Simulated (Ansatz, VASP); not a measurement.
# One calculation of Hf3ZrS8, two programs

```
Zr Hf S
1.0
     5.95821    0.00000    0.00000
     0.00000    7.16230    0.00000
     0.00000    0.00000    6.20273
Zr Hf S
1 3 8
Direct
  0.00000 0.00000 0.50000
  0.00000 0.75000 0.00000
  0.00000 0.50000 0.50000
  0.00000 0.25000 0.00000
  0.76395 0.75000 0.66667
  0.76395 0.50000 0.16667
  0.76395 0.25000 0.66667
  0.76395 0.00000 0.16667
  0.23605 0.00000 0.83333
  0.23605 0.75000 0.33333
  0.23605 0.50000 0.83333
  0.23605 0.25000 0.33333
```

Alike in both runs: task single point; functional PBE; k mesh 4 × 4 × 4; occupations gaussian, width 0.1 eV; no spin polarisation.

```csv
,VASP,Ansatz
version,VASP 6.6.1,Ansatz 0.2.0
potentials or method,"VASP PAW PBE potentials, release 64 (Zr_sv, Hf_pv, S), cutoff 520 eV","scalar-relativistic, plane waves, PAW"
valence electrons in the cell,90,138
```

Ansatz gave:

```
gap on the k mesh at the Fermi level (eV)                     : 1.06
least direct gap on the mesh (eV)                             : 1.18
pressure (GPa)                                                : 7.6
traceless stress, the component that is largest in VASP (GPa) : -0.17
rms of the force components (eV/Å)                            : 0.437
```

Problem. Estimate VASP's values.

Solution. gap on the k mesh at the Fermi level (eV): 1.08; least direct gap on the mesh (eV): 1.20; pressure (GPa): 7.2; traceless stress, the component that is largest in VASP (GPa): -0.10; rms of the force components (eV/Å): 0.418.

Atom by atom the forces differ by 0.027 eV/Å (rms over components). With one functional, cell and mesh, what is left measures potentials, basis and numerics. VASP's potentials hold 90 valence electrons a cell and Ansatz's 138, so a difference there can come from the potentials and not from the codes.

Spin-orbit coupling is off throughout.
